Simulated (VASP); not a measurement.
Here is a VASP 6.6.1 calculation.

POSCAR

```
TiO2
1.0
    0.0000000000      2.3968272579      2.3968272579
    2.3968272579      0.0000000000      2.3968272579
    2.3968272579      2.3968272579      0.0000000000
Ti O
1 2
Direct
    0.0000000000      0.0000000000      0.0000000000
    0.2500000000      0.2500000000      0.2500000000
    0.7500000000      0.7500000000      0.7500000000
```

File INCAR.step1:

```
SYSTEM = TiO2
PREC = Accurate
ENCUT = 520
EDIFF = 1E-5
ISMEAR = 0
SIGMA = 0.01
LREAL = .FALSE.
LASPH = .TRUE.
NELM = 60
ALGO = Normal
ISIF = 2
LWAVE = .TRUE.
LCHARG = .FALSE.
NBANDS = 19
GGA = PE
```

The input INCAR.step2:

```
SYSTEM = TiO2
PREC = Accurate
ENCUT = 520
EDIFF = 1E-6
ISMEAR = 0
SIGMA = 0.01
LREAL = .FALSE.
LASPH = .TRUE.
NELM = 60
ALGO = Normal
ISIF = 2
LWAVE = .FALSE.
LCHARG = .FALSE.
GGA = PE
LHFCALC = .TRUE.
AEXX = 0.4
HFSCREEN = 0.3
PRECFOCK = Normal
NBANDS = 19
ISTART = 1
```

Contents of KPOINTS:

```
Automatic mesh
0
G
  4 4 4
  0 0 0
```

Potentials or basis: VASP PAW PBE potentials, release 64 (Ti_sv, O).

Launch:

```sh
$ cat potpaw_PBE.64/Ti_sv/POTCAR potpaw_PBE.64/O/POTCAR > POTCAR
$ cp INCAR.step1 INCAR
$ mpirun -np 1 vasp_std > vasp.out
$ cp INCAR.step2 INCAR
$ mpirun -np 1 vasp_std > vasp.out
```

Q: Estimate the pressure.

A: -7.8 GPa.

Q: What does it give for the band gap on the k mesh?

A: 3.22 eV, indirect (least direct gap 3.90 eV).

Caveat: the k points lie up to 0.57 Å⁻¹ apart; the PAW data sets were made with another functional, which shifts forces and pressure a little. A k mesh can miss the band edges.
